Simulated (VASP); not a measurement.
The system is SnSe2.

```
Sn Se
1.0
     3.81100    0.00000    0.00000
    -1.90550    3.30042    0.00000
     0.00000    0.00000    6.13600
Sn Se
1 2
Direct
  0.00000 0.00000 0.00000
  0.33333 0.66667 0.24900
  0.66667 0.33333 0.75100
```

- Program: VASP 6.6.1
- Task: relaxation of cell and atoms
- Functional: PBE
- Dispersion: D4
- Potentials or basis: VASP PAW PBE potentials, release 64 (Sn_d, Se)
- Cutoff: 600 eV
- k mesh: 6 × 6 × 4
- Occupations: gaussian, width 0.01 eV
- Spin: no spin polarisation

At the start: pressure 3.3 GPa; volume 25.73 Å³/atom.

Task: How do energy, volume and symmetry change on relaxing?

Result: Over 15 steps the energy falls by 22.2 meV/atom and the volume is 25.56 Å³/atom (-0.6 %); space group P-3m1 (No. 164, to 0.1 Å) before and after.

The path:
```tsv
step	energy change (eV)	largest force (eV/Å)	pressure (GPa)	volume (Å³)
1	0.0000	0.8074	3.29	77.18
2	-0.0182	0.2889	-2.88	83.23
3	-0.0502	0.1643	-0.43	80.44
4	-0.0502	0.1758	-0.34	80.37
5	-0.0540	0.1303	-0.22	79.85
6	-0.0561	0.0771	-0.05	79.25
7	-0.0562	0.0624	0.01	79.09
8	-0.0584	0.0450	-0.06	78.84
9	-0.0634	0.0057	-0.24	78.09
10	-0.0652	0.1028	-0.43	76.57
11	-0.0660	0.0626	-0.34	77.16
12	-0.0641	0.1059	0.82	75.66
13	-0.0666	0.0062	0.03	76.65
14	-0.0666	0.0045	0.04	76.64
15	-0.0667	0.0010	-0.02	76.69
```

Final structure:
```cif
data_structure
_symmetry_space_group_name_H-M 'P 1'
_symmetry_Int_Tables_number 1
_cell_length_a 3.8435
_cell_length_b 3.8435
_cell_length_c 5.9943
_cell_angle_alpha 90.000
_cell_angle_beta 90.000
_cell_angle_gamma 120.000
_cell_volume 76.69
loop_
_atom_site_label
_atom_site_type_symbol
_atom_site_fract_x
_atom_site_fract_y
_atom_site_fract_z
_atom_site_occupancy
Sn1 Sn 0.00000 0.00000 0.00000 1
Se1 Se 0.33333 0.66667 0.26560 1
Se2 Se 0.66667 0.33333 0.73440 1
```
